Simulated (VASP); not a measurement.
# WS2 in VASP: single point with PBEsol+D3(BJ)

Aim: the single point of WS2 with PBEsol+D3(BJ).

Everything below comes from runs of VASP 6.6.1. Logs are shortened: lines on timing, memory, paths and dates and some standing lists are left out, and cuts for length are marked.

## (1) The cell of the first run

The cell holds a sheet with vacuum, 3 atoms: a = 3.124 Å, b = 3.124 Å, c = 30.080 Å, α = 90.00°, β = 90.00°, γ = 120.00°.

## (2) Single point, PBEsol+D3(BJ)

Input file INCAR:

```
SYSTEM = WS2
PREC = Accurate
ENCUT = 400
EDIFF = 1E-6
ISMEAR = 0
SIGMA = 0.03
LREAL = .False.
LASPH = .True.
NELM = 120
ALGO = Normal
ISIF = 2
LWAVE = .False.
LCHARG = .True.
LDIPOL = .True.
IDIPOL = 3
DIPOL = 0.5 0.5 0.285
GGA = PS
IVDW = 12
LELF = .True.
LVHAR = .True.
LVACPOTAV = .True.
NBANDS = 20
GGA_COMPAT = .False.
NELMDL = -8
```

Input file KPOINTS:

```
regular mesh
0
Gamma
  12 12 1
  0 0 0
```

Input file POSCAR:

```
WS2
1.0
    3.1236299318      0.0000000000      0.0000000000
   -1.5618149659      2.7051428730      0.0000000000
    0.0000000000      0.0000000000     30.0800000023
S W
2 1
Direct
    0.6666666667      0.3333333333      0.2326294182
    0.6666666667      0.3333333333      0.3371844116
    0.3333333333      0.6666666667      0.2849069149
```

Potentials or basis: VASP PAW PBE potentials, release 64 (S, W_sv).

On the command line:

```sh
cat potpaw_PBE.64/S/POTCAR potpaw_PBE.64/W_sv/POTCAR > POTCAR
mpirun -np 1 vasp_std > vasp.out
```

OUTCAR:

```text
SYSTEM = WS2
   PREC = Accurate
   ENCUT = 400
   EDIFF = 1E-6
   ISMEAR = 0
   LREAL = .False.
   LASPH = .True.
   NELM = 120
   ISIF = 2
   GGA = PS
   IVDW = 12
   NELMDL = -8
 IVDW          = 12

 ion  position               nearest neighbor table
   1  0.667  0.333  0.233-   3 2.39   3 2.39   3 2.39
   2  0.667  0.333  0.337-   3 2.39   3 2.39   3 2.39
   3  0.333  0.667  0.285-   1 2.39   2 2.39   1 2.39   2 2.39   1 2.39   2 2.39

  LATTYP: Found a hexagonal cell.
 ALAT       =     3.1236299318
 C/A-ratio  =     9.6298219248

  Lattice vectors:

 A1 = (   3.1236299318,   0.0000000000,   0.0000000000)
 A2 = (  -1.5618149659,   2.7051428730,   0.0000000000)
 A3 = (   0.0000000000,   0.0000000000,  30.0800000023)

Analysis of symmetry for initial positions (statically):
=====================================================================
 Subroutine PRICEL returns:
 Original cell was already a primitive cell.

 Routine SETGRP: Setting up the symmetry group for a
 hexagonal supercell.

 Subroutine GETGRP returns: Found 12 space group operations
 (whereof  6 operations were pure point group operations)
 out of a pool of 24 trial point group operations.

The static configuration has the point symmetry C_3v.
 The point group associated with its full space group is D_3h.

Analysis of symmetry for dynamics (positions and initial velocities):
=====================================================================
 Subroutine PRICEL returns:
 Original cell was already a primitive cell.

 Routine SETGRP: Setting up the symmetry group for a
 hexagonal supercell.

 Subroutine GETGRP returns: Found 12 space group operations
 (whereof  6 operations were pure point group operations)
 out of a pool of 24 trial point group operations.

The dynamic configuration has the point symmetry C_3v.
 The point group associated with its full space group is D_3h.

 Subroutine INISYM returns: Found 12 space group operations
 (whereof  6 operations are pure point group operations),
 and found     1 'primitive' translations

----------------------------------------------------------------------------------------

                                     Primitive cell

  volume of cell :     254.1719

  direct lattice vectors                    reciprocal lattice vectors
     3.123629932  0.000000000  0.000000000     0.320140357  0.184833121  0.000000000
    -1.561814966  2.705142873  0.000000000     0.000000000  0.369666242  0.000000000
     0.000000000  0.000000000 30.080000002     0.000000000  0.000000000  0.033244681

  length of vectors
     3.123629932  3.123629932 30.080000002     0.369666242  0.369666242  0.033244681

  position of ions in fractional coordinates (direct lattice)
     0.666666667  0.333333333  0.232629418
     0.666666667  0.333333333  0.337184412
     0.333333333  0.666666667  0.284906915

  ion indices of the primitive-cell ions
   primitive index   ion index
                 1           1
                 2           2
                 3           3

----------------------------------------------------------------------------------------

 KPOINTS: regular mesh

Automatic generation of k-mesh.
 Grid dimensions read from file:
 generate k-points for:   12   12    1

 Generating k-lattice:

  Cartesian coordinates                     Fractional coordinates (reciprocal lattice)
     0.026678363  0.015402760  0.000000000     0.083333333 -0.000000000  0.000000000
     0.000000000  0.030805520  0.000000000     0.000000000  0.083333333  0.000000000
     0.000000000  0.000000000  0.033244681     0.000000000  0.000000000  1.000000000

  Length of vectors
     0.030805520  0.030805520  0.033244681

  Shift w.r.t. Gamma in fractional coordinates (k-lattice)
     0.000000000  0.000000000  0.000000000

 Subroutine IBZKPT returns following result:
 ===========================================

 Found     19 irreducible k-points:

 Following reciprocal coordinates:
            Coordinates               Weight
  0.000000  0.000000  0.000000      1.000000
  0.083333  0.000000  0.000000      6.000000
  0.166667  0.000000  0.000000      6.000000
  0.250000  0.000000  0.000000      6.000000
  0.333333  0.000000  0.000000      6.000000
  0.416667  0.000000  0.000000      6.000000
[... 11 lines left out ...]
  0.333333  0.250000  0.000000     12.000000
  0.333333  0.333333  0.000000      2.000000
   k-points           NKPTS =     19   k-points in BZ     NKDIM =     19   number of bands    NBANDS=     20
   number of dos      NEDOS =    301   number of ions     NIONS =      3
   total plane-waves  NPLWV =  78400
   dimension x,y,z NGX =    20 NGY =   20 NGZ =  196
   dimension x,y,z NGXF=    40 NGYF=   40 NGZF=  392
   ions per type =               2   1
   NGX,Y,Z   is equivalent  to a cutoff of  10.64, 10.64, 10.83 a.u.
   NGXF,Y,Z  is equivalent  to a cutoff of  21.29, 21.29, 21.67 a.u.
 SYSTEM =  WS2
   PREC   = accura    normal or accurate (medium, high low for compatibility)
   ISTART =      0    job   : 0-new  1-cont  2-samecut
   ICHARG =      2    charge: 1-file 2-atom 10-const
   ISPIN  =      1    spin polarized calculation?
   LNONCOLLINEAR =      F non collinear calculations
   LSORBIT =      F    spin-orbit coupling
   LASPH  =      T    aspherical Exc in radial PAW
   ENCUT  =  400.0 eV  29.40 Ry    5.42 a.u.   5.09  5.09 49.05*2*pi/ulx,y,z
   NELM   =    120;   NELMIN=  2; NELMDL= -8     # of ELM steps
   EDIFF  = 0.1E-05   stopping-criterion for ELM
   LREAL  =      F    real-space projection
   EDIFFG = 0.1E-04   stopping-criterion for IOM
   NSW    =      0    number of steps for IOM
   IBRION =     -1    ionic relax: 0-MD 1-quasi-New 2-CG
   NFREE  =      0    steps in history (QN), initial steepest desc. (CG)
   ISIF   =      2    stress and relaxation
   ISYM   =      2    0-nonsym 1-usesym 2-fastsym
   POTIM  = 0.5000    time-step for ionic-motion
   TEBEG  =    0.0;   TEEND  =   0.0 temperature during run
   PSTRESS=    0.0 pullay stress
   NELECT =      26.0000    total number of electrons
   NUPDOWN=      -1.0000    fix difference up-down
   EMIN   =  10.00;   EMAX   =-10.00  energy-range for DOS
   EFERMI =   0.00;   METHOD = LEGACY
   ISMEAR =     0;   SIGMA  =   0.03  broadening in eV -4-tet -1-fermi 0-gaus
   EFERMI_NEDOS =   21; number of points for ismear=-14 and -15
   IALGO  =     38    algorithm
   IMIX   =      4    mixing-type and parameters
     AMIX     =   0.40;   BMIX     =  1.00
     AMIX_MAG =   1.60;   BMIX_MAG =  1.00
  volume/ion in A,a.u.               =      84.72       571.75
  Fermi-wavevector in a.u.,A,eV,Ry     =   0.765638  1.446846  7.975754  0.586201
  Thomas-Fermi vector in A             =   1.865802
   LORBIT       =      0    0 simple, 1 ext, 2 COOP (PROOUT), +10 PAW based schemes
   GGA     = PS    functional components
   LHFCALC =     F    Hartree Fock is set to
   AEXX    =    0.0000 exact exchange contribution
   IVDW    =    12    specifies the selected vdW correction
   LEPSILON=     F    determine dielectric tensor
   LRPA    =     F    only Hartree local field effects (RPA)
 non-spin polarized calculation
 Gauss-broadening in eV      SIGMA  =   0.03
  energy-cutoff  :      400.00
  volume of cell :      254.17
 maximum number of plane-waves:      4653
   NGX = 11   NGY = 11   NGZ = 99

 dipolmoment           0.000000      0.000000     -0.000027 electrons x Angstroem

 number of electron      26.0000005 magnetization

 dipolmoment           0.000000      0.000000      0.000005 electrons x Angstroem

 Free energy of the ion-electron system (eV)
  ---------------------------------------------------
  ext. energy  EPLUGINS =         0.00000000
  ---------------------------------------------------
  free energy    TOTEN  =       -25.24167033 eV

  energy without entropy =      -25.24167033  energy(sigma->0) =      -25.24167033

 E-fermi :  -2.8897     XC(G=0):  -2.6367

 val. band max:       -3.0782893015   @ k =   0.3333   0.3333   0.0000
 cond. band min:      -1.0877993623   @ k =   0.1667   0.1667   0.0000
 fundamental gap:      1.9904899393
 Fermi energy:        -2.8896584300

 k-point     1 :       0.0000    0.0000    0.0000
  band No.  band energies     occupation
      1     -76.9569      2.00000
      2     -41.2541      2.00000
      3     -41.0324      2.00000
      4     -41.0324      2.00000
      5     -18.0497      2.00000
      6     -16.3555      2.00000
[... 12 lines left out ...]
     19       2.2969      0.00000
     20       2.5899      0.00000

 k-point     2 :       0.0833    0.0000    0.0000
  band No.  band energies     occupation
      1     -76.9553      2.00000
      2     -41.2489      2.00000
      3     -41.0606      2.00000
      4     -41.0389      2.00000
      5     -17.9252      2.00000
      6     -16.3088      2.00000
[... 12 lines left out ...]
     19       2.4406      0.00000
     20       2.7919      0.00000

 k-point     3 :       0.1667    0.0000    0.0000
  band No.  band energies     occupation
      1     -76.9513      2.00000
      2     -41.2349      2.00000
      3     -41.1370      2.00000
      4     -41.0566      2.00000
      5     -17.5700      2.00000
      6     -16.1760      2.00000
[... 12 lines left out ...]
     19       2.8591      0.00000
     20       3.2345      0.00000

 k-point     4 :       0.2500    0.0000    0.0000
  band No.  band energies     occupation
      1     -76.9458      2.00000
      2     -41.2398      2.00000
      3     -41.2157      2.00000
      4     -41.0807      2.00000
      5     -17.0399      2.00000
      6     -15.9799      2.00000
[... 314 lines left out ...]
 k-point    18 :       0.3333    0.2500    0.0000
  band No.  band energies     occupation
      1     -76.9327      2.00000
      2     -41.3700      2.00000
      3     -41.2477      2.00000
      4     -41.1701      2.00000
      5     -15.4460      2.00000
      6     -15.3716      2.00000
[... 12 lines left out ...]
     19       4.7971      0.00000
     20       6.1266      0.00000

 k-point    19 :       0.3333    0.3333    0.0000
  band No.  band energies     occupation
      1     -76.9319      2.00000
      2     -41.3372      2.00000
      3     -41.2977      2.00000
      4     -41.1675      2.00000
      5     -15.3396      2.00000
      6     -15.3222      2.00000
[... 12 lines left out ...]
     19       4.1882      0.00000
     20       6.3037      0.00000

------------------------ aborting loop because EDIFF is reached ----------------------------------------

 Edisp (eV)   -0.75652

 E8    (eV) :    -0.5100

  FORCE on cell =-STRESS in cart. coord.  units (eV):
  Direction    XX          YY          ZZ          XY          YZ          ZX
  --------------------------------------------------------------------------------------
  -------------------------------------------------------------------------------------
  Total       0.04112     0.04112     0.04218     0.00000     0.00000     0.00000
  in kB       0.25917     0.25917     0.26586     0.00000     0.00000     0.00000
  external pressure =        0.26 kB  Pullay stress =        0.00 kB

 VOLUME and BASIS-vectors are now :
 -----------------------------------------------------------------------------
  energy-cutoff  :      400.00
  volume of cell :      254.17
      direct lattice vectors                 reciprocal lattice vectors
     3.123629932  0.000000000  0.000000000     0.320140357  0.184833121  0.000000000
    -1.561814966  2.705142873  0.000000000     0.000000000  0.369666242  0.000000000
     0.000000000  0.000000000 30.080000002     0.000000000  0.000000000  0.033244681

 POSITION                                       TOTAL-FORCE (eV/Angst)
 -----------------------------------------------------------------------------------
      1.56181      0.90171      6.99749         0.000000      0.000000     -0.022016
      1.56181      0.90171     10.14251         0.000000      0.000000      0.022016
     -0.00000      1.80343      8.57000        -0.000000     -0.000000     -0.000000
 -----------------------------------------------------------------------------------
    total drift:                                0.000001     -0.000000      0.000217

  FREE ENERGIE OF THE ION-ELECTRON SYSTEM (eV)
  ---------------------------------------------------
  free  energy   TOTEN  =       -25.9981880472 eV

  energy  without entropy=      -25.9981880472  energy(sigma->0) =      -25.99818805

 vacuum level on the upper side and lower side of the slab         2.600         2.600
```

Wall time 4.3 min (1 thread of Intel Xeon 8259CL, shared host); peak memory 0.28 GiB.

Results:

* Free energy: -25.9982 eV
* Largest force: 0.022 eV/Å
* Band gap on the k mesh: 1.99 eV (least direct gap 2.04 eV)
* Dispersion energy per atom: -0.252 eV

Forces on the atoms (eV/Å):
```
S    0.000  0.000 -0.022
S    0.000  0.000  0.022
W    0.000  0.000  0.000
```

Caveat: the PAW data sets were made with another functional, which shifts forces and pressure a little; spin-orbit coupling is left out, which moves the levels of the heavy elements.
